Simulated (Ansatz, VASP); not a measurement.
**Two plane-wave programs on MgSi3N**

File INCAR:

```
PREC = Accurate ; ENCUT = 600
EDIFF = 1E-6 ; ISMEAR = 0
SIGMA = 0.1 ; LREAL = False
LASPH = True ; NELM = 80
ALGO = Normal ; ISIF = 3
LWAVE = False ; LCHARG = False
GGA = PE ; IBRION = 2
NSW = 90 ; EDIFFG = -0.04
```

The input KPOINTS:

```
regular mesh
0
Gamma
  4 6 2
```

Contents of POSCAR:

```
MgSi3N
1.0
    5.1911736000      0.0000000000      0.0000000000
    0.0000000000      2.8849589739      0.0000000000
   -1.8817736035      0.0000000000     10.0570314358
Mg Si N
2 6 2
Direct
    0.4610910507      0.5000000000      0.4410368986
    0.9291347224      0.5000000000      0.9507371101
    0.0071255679      0.0000000000      0.5237596361
    0.4654379824      0.0000000000      0.0115704211
    0.6888274681      0.0000000000      0.7265200378
    0.1631313421      0.0000000000      0.2309055889
    0.2362396916      0.0000000000      0.7577465065
    0.7064229070      0.0000000000      0.2435169611
    0.6848177817      0.0000000000      0.5552703782
    0.1577714863      0.0000000000      0.0589364614
```

Input for Ansatz:

```yaml
crystal:
  lattice:
    - [5.1911736, 0.0, 0.0]
    - [0.0, 2.8849589739, 0.0]
    - [-1.8817736035, 0.0, 10.0570314358]
  atoms:
    - { symbol: Mg, position: [0.4610910507, 0.5, 0.4410368986] }
    - { symbol: Mg, position: [0.9291347224, 0.5, 0.9507371101] }
    - { symbol: Si, position: [0.0071255679, 0.0, 0.5237596361] }
    - { symbol: Si, position: [0.4654379824, 0.0, 0.0115704211] }
    - { symbol: Si, position: [0.6888274681, 0.0, 0.7265200378] }
    - { symbol: Si, position: [0.1631313421, 0.0, 0.2309055889] }
    - { symbol: Si, position: [0.2362396916, 0.0, 0.7577465065] }
    - { symbol: Si, position: [0.706422907, 0.0, 0.2435169611] }
    - { symbol: "N", position: [0.6848177817, 0.0, 0.5552703782] }
    - { symbol: "N", position: [0.1577714863, 0.0, 0.0589364614] }
basis:
  ecutwfc: 420
kpoints:
  mp_grid: { grid: [4, 6, 2] }
hamiltonian:
  xc: pbe
scf:
  occupations: { method: gaussian, width: 0.1 }
  lower_state_search: "off"
output:
  forces: true
  stress: true
  eigenvalues: true
relax:
  adjacent_minimum: "off"
  f_tol: 0.04
  max_steps: 70
  cell: { stress_tol: 0.4 }
```

Change from the starting cell: the structure that the rattled cell fell into.

Alike in both runs: task relaxation of cell and atoms; functional PBE; k mesh 4 × 6 × 2; occupations gaussian, width 0.1 eV; no spin polarisation.

```csv
,VASP,Ansatz
version,VASP 6.6.1,Ansatz 0.2.0
potentials or method,"VASP PAW PBE potentials, release 64 (Mg, Si, N), cutoff 600 eV","scalar-relativistic, plane waves, PAW"
valence electrons in the cell,38,54
```

VASP gave:

* gap on the k mesh at the Fermi level, each at its own relaxed structure (eV): none
* relaxed volume (Å³/atom): 16.31
* relaxed length of the cell vector where the two differ most in proportion (Å): 5.923

Estimate Ansatz's values.

gap on the k mesh at the Fermi level, each at its own relaxed structure (eV): none; relaxed volume (Å³/atom): 16.31; relaxed length of the cell vector where the two differ most in proportion (Å): 5.912.

A gap of «none» marks a metal or a gap that the smearing closes. VASP's potentials hold 38 valence electrons a cell and Ansatz's 54, so a difference there can come from the potentials and not from the codes.

The k mesh is coarse, so the values compare programs but aren't converged.
